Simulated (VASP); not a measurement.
A run of VASP 6.6.1 is set up as follows.

Contents of INCAR:

```
SYSTEM = LiCl
  PREC = Accurate
  ENCUT = 520
  EDIFF = 1E-6
  ISMEAR = 0
  SIGMA = 0.01
  LREAL = .False.
  LASPH = .True.
  NELM = 80
  ALGO = Normal
  ISIF = 2
  LWAVE = .False.
  LCHARG = .False.
  GGA = PE
  NBANDS = 12
```

Contents of KPOINTS:

```
Automatic mesh
0
Gamma
  6 6 6
  0 0 0
```

POSCAR

```
LiCl
1.0
    0.0000000000      2.5560369887      2.5560369887
    2.5560369887      0.0000000000      2.5560369887
    2.5560369887      2.5560369887      0.0000000000
Li Cl
1 1
Direct
    0.0000000000      0.0000000000      0.0000000000
    0.5000000000      0.5000000000      0.5000000000
```

Potentials or basis: VASP PAW PBE potentials, release 64 (Li_sv, Cl).

The run is started by

```sh
$ cat potpaw_PBE.64/Li_sv/POTCAR potpaw_PBE.64/Cl/POTCAR > POTCAR
$ mpirun -np 1 vasp_std > vasp.out
```

Problem. Estimate the band gap on the k mesh.

Solution. 6.40 eV.

 A k mesh can miss the band edges.
